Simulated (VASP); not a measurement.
Here is a VASP 6.6.1 calculation.

Contents of INCAR:

```
SYSTEM = CdI2
PREC = Accurate
ENCUT = 500
EDIFF = 1E-6
ISMEAR = 0
SIGMA = 0.02
LREAL = .False.
LASPH = .True.
NELM = 120
ALGO = Normal
ISIF = 2
LWAVE = .False.
LCHARG = .False.
GGA = PE
IVDW = 12
NBANDS = 20
GGA_COMPAT = .False.
```

Contents of KPOINTS:

```
Automatic mesh
0
Gamma
  6 6 4
  0 0 0
```

File POSCAR:

```
CdI2
1.0
    4.2880708556      0.0000000000      0.0000000000
   -2.1440354278      3.7135782942      0.0000000000
    0.0000000000      0.0000000000      7.0844242626
Cd I
1 2
Direct
    0.0000000000      0.0000000000      0.0000000000
    0.3333333333      0.6666666667      0.2435007439
    0.6666666667      0.3333333333      0.7564992561
```

Potentials or basis: VASP PAW PBE potentials, release 64 (Cd, I).

Launch:

```sh
$ cat potpaw_PBE.64/Cd/POTCAR potpaw_PBE.64/I/POTCAR > POTCAR
$ mpirun -np 1 vasp_std > vasp.out
```

Task: Estimate the dispersion energy per atom.

Result: -0.315 eV.

Task: What does it give for the largest force?

Result: 0.014 eV/Å.

Forces in eV/Å, atoms in the order of the input:
```
Cd   0.000  0.000  0.000
I    0.000  0.000  0.014
I    0.000  0.000 -0.014
```
